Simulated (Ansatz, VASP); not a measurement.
AlN in VASP and in Ansatz

Contents of INCAR:

```
PREC = Accurate ; ENCUT = 600
EDIFF = 1E-6 ; ISMEAR = 0
SIGMA = 0.1 ; LREAL = False
LASPH = True ; NELM = 120
ALGO = Normal ; ISIF = 2
LWAVE = False ; LCHARG = False
GGA = PE ; NBANDS = 11
GGA_COMPAT = False
```

File KPOINTS:

```
regular mesh
0
Gamma
  8 8 8
```

Contents of POSCAR:

```
AlN
1.0
    0.0000000000      2.0268956451      2.0268956451
    2.0268956451      0.0000000000      2.0268956451
    2.0268956451      2.0268956451      0.0000000000
Al N
1 1
Direct
    0.0000000000      0.0000000000      0.0000000000
    0.5000000000      0.5000000000      0.5000000000
```

Input for Ansatz:

```yaml
crystal:
  lattice:
    - [0.0, 2.0268956451, 2.0268956451]
    - [2.0268956451, 0.0, 2.0268956451]
    - [2.0268956451, 2.0268956451, 0.0]
  atoms:
    - { symbol: Al, position: [0.0, 0.0, 0.0] }
    - { symbol: "N", position: [0.5, 0.5, 0.5] }
basis:
  ecutwfc: 420
kpoints:
  mp_grid: { grid: [8, 8, 8] }
hamiltonian:
  xc: pbe
scf:
  occupations: { method: gaussian, width: 0.1 }
output:
  forces: true
  stress: true
  eigenvalues: true
```

Alike in both runs: task single point; functional PBE; k mesh 8 × 8 × 8; occupations gaussian, width 0.1 eV; no spin polarisation.

|  | VASP | Ansatz |
| --- | --- | --- |
| version | VASP 6.6.1 | Ansatz 0.2.0 |
| potentials or method | VASP PAW PBE potentials, release 64 (Al, N), cutoff 600 eV | scalar-relativistic, plane waves, PAW |
| valence electrons in the cell | 8 | 8 |

```csv
,VASP,Ansatz,Ansatz less VASP
gap on the k mesh at the Fermi level (eV),4.53,4.55,+0.023
least direct gap on the mesh (eV),5.57,5.56,-0.011
pressure (GPa),2.8,3.2,+0.43
```

With one functional, cell and mesh, what is left measures potentials, basis and numerics.
